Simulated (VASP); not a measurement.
MoPt:

```xyz
2
Lattice="2.8215 0.0000 0.0000 -1.4107 2.4435 0.0000 0.0000 0.0000 4.5271" Properties=species:S:1:pos:R:3 pbc="T T T"
Mo    1.4107    0.8145    0.0000
Pt    0.0000    1.6290    2.2635
```

| Property | Result |
| --- | --- |
| Program | VASP 6.6.1 |
| Task | relaxation of volume and atoms at fixed shape |
| Functional | LDA |
| Potentials or basis | VASP PAW LDA potentials, release 64 (Mo_sv, Pt) |
| Cutoff | 600 eV |
| k mesh | 8 × 8 × 5 |
| Occupations | fermi-dirac, width 0.1 eV |
| Spin | no spin polarisation |

At the start: pressure -14.7 GPa; volume 15.61 Å³/atom.

Question: How do energy, volume and symmetry change on relaxing?

Answer: Over 4 steps the energy falls by 39.8 meV/atom and the volume is 14.79 Å³/atom (-5.2 %); space group P-6m2 (No. 187, to 0.1 Å) before and after.

The path:
```csv
step,energy change (eV),largest force (eV/Å),pressure (GPa),volume (Å³)
1,0.0000,0.0000,-14.71,31.21
2,0.7702,0.0000,72.29,25.18
3,-0.0794,0.0000,-1.08,29.67
4,-0.0797,0.0000,-0.24,29.58
```

Final structure:
```yaml
crystal:
  lattice:
    - [2.77161, 0.00000, 0.00000]
    - [-1.38581, 2.40029, 0.00000]
    - [0.00000, 0.00000, 4.44708]
  atoms:
    - { symbol: Mo, position: [0.66667, 0.33333, 0.00000] }
    - { symbol: Pt, position: [0.33333, 0.66667, 0.50000] }
```
